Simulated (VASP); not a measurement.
Write the native input for VASP 6.6.1 that does the following.

* Task: single point
* Functional: PBE
* Potentials or basis: VASP PAW PBE potentials, release 64 (Ga_d, Sb)
* Cutoff: 520 eV
* k mesh: 8 × 8 × 8
* Occupations: fermi-dirac, width 0.02 eV
* Spin: no spin polarisation
* Dipole correction: no
* Further INCAR settings: ALGO = Normal; EDIFF = 1e-06; NBANDS = 16

The structure of GaSb lies in POSCAR:

```
GaSb
1.0
    0.0000000000      2.9739024340      3.1421730518
    2.9739024340      0.0000000000      3.1421730518
    2.9739024340      2.9739024340      0.0000000000
Ga Sb
1 1
Direct
    0.0000000000      0.0000000000      0.0000000000
    0.2500000000      0.2500000000      0.2500000000
```

This cell differs from its parent crystal: epitaxial xy strain -3.0%.

One way to write it, as run:

INCAR

```
  ALGO = Normal
  EDIFF = 1E-6
  ENCUT = 520
  GGA = PE
  ISIF = 2
  ISMEAR = -1
  LASPH = T
  LCHARG = F
  LREAL = F
  LWAVE = F
  NBANDS = 16
  NELM = 60
  PREC = Accurate
  SIGMA = 0.02
```

KPOINTS

```
k-points
0
Gamma
  8 8 8
```

Potentials or basis: VASP PAW PBE potentials, release 64 (Ga_d, Sb).

Run with:

```bash
$ cat potpaw_PBE.64/Ga_d/POTCAR potpaw_PBE.64/Sb/POTCAR > POTCAR
$ mpirun -np 1 vasp_std > vasp.out
```

It gave:

```
Pressure               : 4.1 GPa
Band gap on the k mesh : 0.11 eV, direct
```

Caveat: the cell differs from its parent crystal (epitaxial xy strain -3.0%); spin-orbit coupling is left out, which moves the levels of the heavy elements.

Run time: 19 s on 1 thread of Intel(R) Xeon(R) 6975P-C (Granite Rapids), on a shared host, peak memory 0.2 GiB.
